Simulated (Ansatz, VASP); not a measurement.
**Sc in VASP and in Ansatz**

```
Sc
1.0
     3.32878    0.00000    0.00000
    -1.66439    2.88281    0.00000
     0.00000    0.00000    5.23517
Sc
2
Direct
  0.33333 0.66667 0.25000
  0.66667 0.33333 0.75000
```

Alike in both runs: functional r2SCAN; k mesh 15 × 15 × 8; occupations fermi-dirac, width 0.15 eV; no spin polarisation.

Ansatz relaxed the structure, and its values are those at the end. VASP's run is a single point on that final structure, the one shown.

|  | VASP | Ansatz |
| --- | --- | --- |
| version | VASP 6.6.1 | Ansatz 0.2.0 |
| potentials or method | VASP PAW PBE potentials, release 64 (Sc_sv), cutoff 520 eV | scalar-relativistic, plane waves, PAW |
| valence electrons in the cell | 22 | 22 |

```tsv
	VASP	Ansatz	Ansatz less VASP
gap on the k mesh at the Fermi level (eV)	none	none	-
pressure (GPa)	0.1	0.0	-0.11
```

VASP's potentials were made for PBE, not for r2SCAN. A gap of «none» marks a metal or a gap that the smearing closes.
